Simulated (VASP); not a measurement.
# GaCo (Pm-3m) in VASP: single point with PBE

Aim: the single point of GaCo with PBE.

All numbers are computed with VASP 6.6.1; they aren't measurements. Logs are shortened: lines on timing, memory, paths and dates and some standing lists are left out, and cuts for length are marked.

## 1. The cell of the first run

Symmetry: Pm-3m, No. 221, cubic system. The conventional cell has a = 2.883 Å, b = 2.883 Å, c = 2.883 Å, α = 90.00°, β = 90.00°, γ = 90.00°. Within 3.3 Å of Ga (site symmetry m-3m) lie 8 Co at 2.50 Å and 6 Ga at 2.88 Å. Co (site symmetry m-3m) has 8 Ga at 2.50 Å and 6 Co at 2.88 Å within 3.3 Å.

## 2. Single point, PBE, collinear spin

INCAR

```
ALGO     = Normal         # electronic algorithm
EDIFF    = 1E-6           # SCF threshold, eV
ENCUT    = 520            # plane-wave cutoff, eV
GGA      = PE             # functional
ISIF     = 2              # what is computed and relaxed
ISMEAR   = -1             # smearing method
ISPIN    = 2              # spin polarisation
LASPH    = T              # aspherical terms in the spheres
LCHARG   = F              # write CHGCAR
LMAXMIX  = 4              # l up to which the mixer works
LORBIT   = 11             # projections on sites
LREAL    = F              # projectors in reciprocal space
LWAVE    = F              # write WAVECAR
MAGMOM   = 0 0 3 0        # initial moments
NBANDS   = 34             # bands
NELM     = 150            # most SCF steps
PREC     = Accurate       # precision mode
SIGMA    = 0.05           # smearing width, eV
```

KPOINTS

```
k-points
0
Gamma
  6 9 6
```

POSCAR

```
GaCo
1.0
   -2.8831000000      0.0000000000     -2.8831000000
    0.0000000000     -2.8831000000      0.0000000000
   -2.8831000000      0.0000000000      2.8831000000
Ga Co
2 2
Direct
    0.0000000000      0.5000000000      0.5000000000
    0.5000000000      0.5000000000      0.0000000000
    0.0000000000      0.0000000000      0.0000000000
    0.5000000000      0.0000000000      0.5000000000
```

Potentials or basis: VASP PAW PBE potentials, release 64 (Ga_d, Co).

On the command line:

```sh
$ cat potpaw_PBE.64/Ga_d/POTCAR potpaw_PBE.64/Co/POTCAR > POTCAR
$ mpirun -np 1 vasp_std > vasp.out
```

OUTCAR:

```text
EDIFF = 1E-6
   ENCUT = 520
   GGA = PE
   ISIF = 2
   ISMEAR = -1
   ISPIN = 2
   LASPH = T
   LORBIT = 11
   LREAL = F
   NELM = 150
   PREC = Accurate

 ion  position               nearest neighbor table
   1  0.000  0.500  0.500-   3 2.50   4 2.50   3 2.50   3 2.50   4 2.50   3 2.50   4 2.50   4 2.50
                             2 2.88   2 2.88   2 2.88   2 2.88
   2  0.500  0.500  0.000-   3 2.50   4 2.50   4 2.50   3 2.50   4 2.50   4 2.50   3 2.50   3 2.50
                             1 2.88   1 2.88   1 2.88   1 2.88
   3  0.000  0.000  0.000-   1 2.50   2 2.50   1 2.50   1 2.50   2 2.50   1 2.50   2 2.50   2 2.50
                             4 2.88   4 2.88   4 2.88   4 2.88
   4  0.500  0.000  0.500-   1 2.50   2 2.50   2 2.50   1 2.50   2 2.50   2 2.50   1 2.50   1 2.50
                             3 2.88   3 2.88   3 2.88   3 2.88

  LATTYP: Found a simple tetragonal cell.
 ALAT       =     4.0773191217
 C/A-ratio  =     0.7071067812

  Lattice vectors:

 A1 = (   2.8831000000,   0.0000000000,   2.8831000000)
 A2 = (  -2.8831000000,   0.0000000000,   2.8831000000)
 A3 = (   0.0000000000,  -2.8831000000,   0.0000000000)

Analysis of symmetry for initial positions (statically):
=====================================================================
 Subroutine PRICEL returns following result:

  LATTYP: Found a simple cubic cell.
 ALAT       =     2.8831000000

  Lattice vectors:

 A1 = (   0.0000000000,   0.0000000000,  -2.8831000000)
 A2 = (   0.0000000000,  -2.8831000000,   0.0000000000)
 A3 = (  -2.8831000000,   0.0000000000,   0.0000000000)

   2 primitive cells build up your supercell.

 Routine SETGRP: Setting up the symmetry group for a
 simple tetragonal supercell.

 Subroutine GETGRP returns: Found 16 space group operations
 (whereof 16 operations were pure point group operations)
 out of a pool of 16 trial point group operations.

The static configuration has the point symmetry D_4h.

Analysis of symmetry for dynamics (positions and initial velocities):
=====================================================================
 Subroutine PRICEL returns following result:

  LATTYP: Found a simple cubic cell.
 ALAT       =     2.8831000000

  Lattice vectors:

 A1 = (   0.0000000000,   0.0000000000,  -2.8831000000)
 A2 = (   0.0000000000,  -2.8831000000,   0.0000000000)
 A3 = (  -2.8831000000,   0.0000000000,   0.0000000000)

   2 primitive cells build up your supercell.

 Routine SETGRP: Setting up the symmetry group for a
 simple tetragonal supercell.

 Subroutine GETGRP returns: Found 16 space group operations
 (whereof 16 operations were pure point group operations)
 out of a pool of 16 trial point group operations.

The dynamic configuration has the point symmetry D_4h.

Analysis of structural, dynamic, and magnetic symmetry:
=====================================================================
 Subroutine PRICEL returns:
 Original cell was already a primitive cell.

 Routine SETGRP: Setting up the symmetry group for a
 simple tetragonal supercell.

 Subroutine GETGRP returns: Found 16 space group operations
 (whereof 16 operations were pure point group operations)
 out of a pool of 16 trial point group operations.

The overall configuration has the point symmetry D_4h.

 Subroutine INISYM returns: Found 16 space group operations
 (whereof 16 operations are pure point group operations),
 and found     1 'primitive' translations

----------------------------------------------------------------------------------------

                                     Primitive cell

  volume of cell :      47.9302

  direct lattice vectors                    reciprocal lattice vectors
    -2.883100000  0.000000000 -2.883100000    -0.173424439  0.000000000 -0.173424439
     0.000000000 -2.883100000  0.000000000     0.000000000 -0.346848878  0.000000000
    -2.883100000  0.000000000  2.883100000    -0.173424439  0.000000000  0.173424439

  length of vectors
     4.077319122  2.883100000  4.077319122     0.245259194  0.346848878  0.245259194

  position of ions in fractional coordinates (direct lattice)
     0.000000000  0.500000000  0.500000000
     0.500000000  0.500000000  0.000000000
     0.000000000  0.000000000  0.000000000
     0.500000000  0.000000000  0.500000000

  ion indices of the primitive-cell ions
   primitive index   ion index
                 1           1
                 2           2
                 3           3
                 4           4

----------------------------------------------------------------------------------------

 KPOINTS: k-points

Automatic generation of k-mesh.
 Grid dimensions read from file:
 generate k-points for:    6    9    6

 Generating k-lattice:

  Cartesian coordinates                     Fractional coordinates (reciprocal lattice)
    -0.028904073  0.000000000 -0.028904073     0.166666667  0.000000000  0.000000000
     0.000000000 -0.038538764  0.000000000     0.000000000  0.111111111  0.000000000
    -0.028904073  0.000000000  0.028904073     0.000000000  0.000000000  0.166666667

  Length of vectors
     0.040876532  0.038538764  0.040876532

  Shift w.r.t. Gamma in fractional coordinates (k-lattice)
     0.000000000  0.000000000  0.000000000

 Subroutine IBZKPT returns following result:
 ===========================================

 Found     50 irreducible k-points:

 Following reciprocal coordinates:
            Coordinates               Weight
  0.000000  0.000000  0.000000      1.000000
  0.166667  0.000000  0.000000      4.000000
  0.333333  0.000000  0.000000      4.000000
  0.500000  0.000000  0.000000      2.000000
  0.000000  0.111111  0.000000      2.000000
  0.166667  0.111111  0.000000      8.000000
[... 16 lines left out ...]
  0.500000  0.000000  0.166667      4.000000
  0.166667  0.111111  0.166667      8.000000
 [... further k-points ...]
   k-points           NKPTS =     50   k-points in BZ     NKDIM =     50   number of bands    NBANDS=     34
   number of dos      NEDOS =    301   number of ions     NIONS =      4
   total plane-waves  NPLWV =  21600
   dimension x,y,z NGX =    30 NGY =   24 NGZ =   30
   dimension x,y,z NGXF=    60 NGYF=   48 NGZF=   60
   ions per type =               2   2
   NGX,Y,Z   is equivalent  to a cutoff of  12.23, 13.84, 12.23 a.u.
   NGXF,Y,Z  is equivalent  to a cutoff of  24.46, 27.68, 24.46 a.u.
 SYSTEM =  unknown system
   PREC   = accura    normal or accurate (medium, high low for compatibility)
   ISTART =      0    job   : 0-new  1-cont  2-samecut
   ICHARG =      2    charge: 1-file 2-atom 10-const
   ISPIN  =      2    spin polarized calculation?
   LNONCOLLINEAR =      F non collinear calculations
   LSORBIT =      F    spin-orbit coupling
   LASPH  =      T    aspherical Exc in radial PAW
   ENCUT  =  520.0 eV  38.22 Ry    6.18 a.u.   7.58  5.36  7.58*2*pi/ulx,y,z
   NELM   =    150;   NELMIN=  2; NELMDL= -5     # of ELM steps
   EDIFF  = 0.1E-05   stopping-criterion for ELM
   LREAL  =      F    real-space projection
   EDIFFG = 0.1E-04   stopping-criterion for IOM
   NSW    =      0    number of steps for IOM
   IBRION =     -1    ionic relax: 0-MD 1-quasi-New 2-CG
   NFREE  =      0    steps in history (QN), initial steepest desc. (CG)
   ISIF   =      2    stress and relaxation
   ISYM   =      2    0-nonsym 1-usesym 2-fastsym
   POTIM  = 0.5000    time-step for ionic-motion
   TEBEG  =    0.0;   TEEND  =   0.0 temperature during run
   PSTRESS=    0.0 pullay stress
   NELECT =      44.0000    total number of electrons
   NUPDOWN=      -1.0000    fix difference up-down
   EMIN   =  10.00;   EMAX   =-10.00  energy-range for DOS
   EFERMI =   0.00;   METHOD = LEGACY
   ISMEAR =    -1;   SIGMA  =   0.05  broadening in eV -4-tet -1-fermi 0-gaus
   EFERMI_NEDOS =   21; number of points for ismear=-14 and -15
   IALGO  =     38    algorithm
   IMIX   =      4    mixing-type and parameters
     AMIX     =   0.40;   BMIX     =  1.00
     AMIX_MAG =   1.60;   BMIX_MAG =  1.00
  volume/ion in A,a.u.               =      11.98        80.86
  Fermi-wavevector in a.u.,A,eV,Ry     =   1.591070  3.006687 34.443210  2.531504
  Thomas-Fermi vector in A             =   2.689667
   LORBIT       =     11    0 simple, 1 ext, 2 COOP (PROOUT), +10 PAW based schemes
   GGA     = PE    functional components
   LHFCALC =     F    Hartree Fock is set to
   AEXX    =    0.0000 exact exchange contribution
   IVDW    =     0    specifies the selected vdW correction
   LEPSILON=     F    determine dielectric tensor
   LRPA    =     F    only Hartree local field effects (RPA)
 spin polarized calculation
  energy-cutoff  :      520.00
  volume of cell :       47.93
 maximum number of plane-waves:      1320
   NGX = 15   NGY = 11   NGZ = 15

 number of electron      44.0000053 magnetization       0.0079924

 number of electron      44.0000053 magnetization      -0.0025966

 Free energy of the ion-electron system (eV)
  ---------------------------------------------------
  ext. energy  EPLUGINS =         0.00000000
  ---------------------------------------------------
  free energy    TOTEN  =       -20.96704670 eV

  energy without entropy =      -20.94925589  energy(sigma->0) =      -20.95815130

 E-fermi :   9.7145     XC(G=0): -13.1592

 val. band max:        9.6819666151   @ k =   0.1667   0.0000   0.1667
 cond. band min:       9.7297888712   @ k =   0.5000   0.3333   0.5000
 fundamental gap:      0.0478222561
 Fermi energy:         9.7144957038

 spin component 1

 k-point     1 :       0.0000    0.0000    0.0000
  band No.  band energies     occupation
      1      -5.4455      1.00000
      2      -5.4446      1.00000
      3      -5.4311      1.00000
      4      -5.2998      1.00000
      5      -5.2148      1.00000
      6      -5.2148      1.00000
[... 26 lines left out ...]
     33      24.8613      0.00000
     34      24.8613      0.00000

 k-point     2 :       0.1667    0.0000    0.0000
  band No.  band energies     occupation
      1      -5.4304      1.00000
      2      -5.4162      1.00000
      3      -5.4031      1.00000
      4      -5.3054      1.00000
      5      -5.2071      1.00000
      6      -5.2032      1.00000
[... 26 lines left out ...]
     33      24.0765      0.00000
     34      25.1827      0.00000
[... 775 lines left out ...]
     33      25.7573      0.00000
     34      25.7843      0.00000

 k-point    24 :       0.1667    0.1111    0.1667
  band No.  band energies     occupation
      1      -5.4110      1.00000
      2      -5.3718      1.00000
      3      -5.3607      1.00000
      4      -5.2712      1.00000
      5      -5.2304      1.00000
      6      -5.1990      1.00000
[... 26 lines left out ...]
     33      24.2341      0.00000
     34      25.6355      0.00000

 [... further k-points ...]

 spin component 2

 k-point     1 :       0.0000    0.0000    0.0000
  band No.  band energies     occupation
      1      -5.4455      1.00000
      2      -5.4446      1.00000
      3      -5.4311      1.00000
      4      -5.2998      1.00000
      5      -5.2148      1.00000
      6      -5.2148      1.00000
[... 26 lines left out ...]
     33      24.8614      0.00000
     34      24.8614      0.00000

 k-point     2 :       0.1667    0.0000    0.0000
  band No.  band energies     occupation
      1      -5.4304      1.00000
      2      -5.4162      1.00000
      3      -5.4031      1.00000
      4      -5.3053      1.00000
      5      -5.2071      1.00000
      6      -5.2032      1.00000
[... 26 lines left out ...]
     33      24.0765      0.00000
     34      25.1827      0.00000
[... 775 lines left out ...]
     33      25.7573      0.00000
     34      25.7844      0.00000

 k-point    24 :       0.1667    0.1111    0.1667
  band No.  band energies     occupation
      1      -5.4110      1.00000
      2      -5.3717      1.00000
      3      -5.3607      1.00000
      4      -5.2712      1.00000
      5      -5.2304      1.00000
      6      -5.1990      1.00000
[... 26 lines left out ...]
     33      24.2342      0.00000
     34      25.6354      0.00000

 [... further k-points ...]
[... 5 lines left out ...]
  --------------------------------------------------------------------------------------
  -------------------------------------------------------------------------------------
  Total       -0.0137516      0.1602947     -0.0137516      0.0000000      0.0000000      0.0000000
  in kB       -0.4596806      5.3582199     -0.4596806      0.0000000      0.0000000      0.0000000
  external PRESSURE =       1.4796196 kB  Pullay stress =       0.0000000 kB

 VOLUME and BASIS-vectors are now :
 -----------------------------------------------------------------------------
  energy-cutoff  :      520.00
  volume of cell :       47.93
      direct lattice vectors                 reciprocal lattice vectors
    -2.883100000  0.000000000 -2.883100000    -0.173424439  0.000000000 -0.173424439
     0.000000000 -2.883100000  0.000000000     0.000000000 -0.346848878  0.000000000
    -2.883100000  0.000000000  2.883100000    -0.173424439  0.000000000  0.173424439

 POSITION                                       TOTAL-FORCE (eV/Angst)
 -----------------------------------------------------------------------------------
     -1.44155     -1.44155      1.44155         0.000000      0.000000      0.000000
     -1.44155     -1.44155     -1.44155         0.000000      0.000000     -0.000000
      0.00000      0.00000      0.00000         0.000000      0.000000     -0.000000
     -2.88310      0.00000      0.00000         0.000000      0.000000     -0.000000
 -----------------------------------------------------------------------------------
    total drift:                                0.000000     -0.000000     -0.000000

  FREE ENERGIE OF THE ION-ELECTRON SYSTEM (eV)
  ---------------------------------------------------
  free  energy   TOTEN  =       -20.9670467025 eV

  energy  without entropy=      -20.9492558912  energy(sigma->0) =      -20.95815130

 total charge

# of ion       s       p       d       tot
------------------------------------------
    1        0.846   0.882  10.050  11.779
    2        0.846   0.882  10.050  11.779
    3        0.386   0.450   7.506   8.342
    4        0.386   0.450   7.506   8.342
--------------------------------------------------
tot          2.465   2.664  35.112  40.241

 magnetization (x)

# of ion       s       p       d       tot
------------------------------------------
    1        0.000   0.000   0.000   0.000
    2        0.000   0.000   0.000   0.000
    3        0.003  -0.001   0.236   0.238
    4       -0.003   0.001  -0.238  -0.240
--------------------------------------------------
tot          0.000   0.000  -0.002  -0.002
```

It took 6.2 min on 1 thread of AMD EPYC 7R43 (Zen 3), shared host; peak memory 0.21 GiB.

What came out:

```yaml
Free_energy: -20.9670 eV
Pressure: 0.1 GPa
Band_gap_on_the_k_mesh: zero (filled and empty bands overlap)
Net_moment: 0.00 μB per cell
Site_moments: Ga +0.00; Co +0.24, -0.24 μB
Valence_electrons_inside_the_program's_atomic_spheres: Ga 11.78; Co 8.34
```

Stress tensor (GPa, compression positive):
```
-0.05  0.00  0.00
 0.00  0.54  0.00
 0.00  0.00 -0.05
```

Levels at points of the mesh, in eV from the Fermi level:
Spin up:
```csv
k point,band 18,band 19,band 20,band 21,band 22,band 23,band 24,band 25,band 26,band 27
"(0.00, 0.00, 0.00)",-1.23,-1.23,-0.73,-0.73,-0.73,-0.23,2.23,3.15,5.19,5.19
"(0.50, 0.00, 0.00)",-1.60,-1.36,-1.21,-1.07,-0.91,1.40,1.52,2.85,2.96,8.45
"(0.50, 0.00, 0.50)",-1.74,-1.74,-1.65,-0.73,-0.73,0.08,0.14,10.58,10.59,10.59
```
Spin down:
```tsv
k point	band 20	band 21	band 22	band 23	band 24	band 25
(0.00, 0.00, 0.00)	-0.73	-0.73	-0.73	-0.24	2.23	3.15
(0.50, 0.00, 0.00)	-1.21	-1.07	-0.91	1.40	1.52	2.84
(0.50, 0.00, 0.50)	-1.65	-0.73	-0.73	0.08	0.14	10.58
```

The gap in the log of VASP goes by the Fermi energy; the results here count the filled bands.